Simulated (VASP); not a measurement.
A run of VASP 6.6.1 is set up as follows.

INCAR

```
SYSTEM = MgZr2N
ALGO = Normal
EDIFF = 1E-6
ENCUT = 840
GGA = PE
GGA_COMPAT = .FALSE.
ISIF = 2
ISMEAR = 0
LASPH = .TRUE.
LCHARG = .FALSE.
LREAL = .FALSE.
LWAVE = .FALSE.
NBANDS = 28
NELM = 120
PREC = Accurate
SIGMA = 0.1
```

KPOINTS

```
k-points
0
G
  6 6 2
  0 0 0
```

File POSCAR:

```
MgZr2N
1.0
    3.2688268424     -0.0000000028      0.0000000000
   -1.6344134188      2.8308870875      0.0000000000
    0.0000000000      0.0000000000     10.0907725803
Mg Zr N
1 2 1
Direct
    0.0000000000      0.0000000000      0.5000000000
    0.0000000000      0.0000000000      0.8131292615
    0.0000000000      0.0000000000      0.1868707385
    0.0000000000      0.0000000000      0.0000000000
```

Potentials or basis: VASP PAW PBE potentials, release 64 (Mg_sv, Zr_sv, N).

Run with:

```sh
$ cat potpaw_PBE.64/Mg_sv/POTCAR potpaw_PBE.64/Zr_sv/POTCAR potpaw_PBE.64/N/POTCAR > POTCAR
$ mpirun -np 1 vasp_std > vasp.out
```

Task: Estimate the largest force.

Result: 0.073 eV/Å.

Task: Predict the pressure.

Result: 0.1 GPa.

Task: What does it give for the band gap on the k mesh?

Result: Zero (an odd number of electrons rules out a gap without spin polarisation).

Stress tensor (GPa, compression positive):
```
-0.08  0.00  0.00
 0.00 -0.08  0.00
 0.00  0.00  0.37
```

Caveat: the k points lie up to 0.37 Å⁻¹ apart, too coarse for converged energies and pressures of a metal.
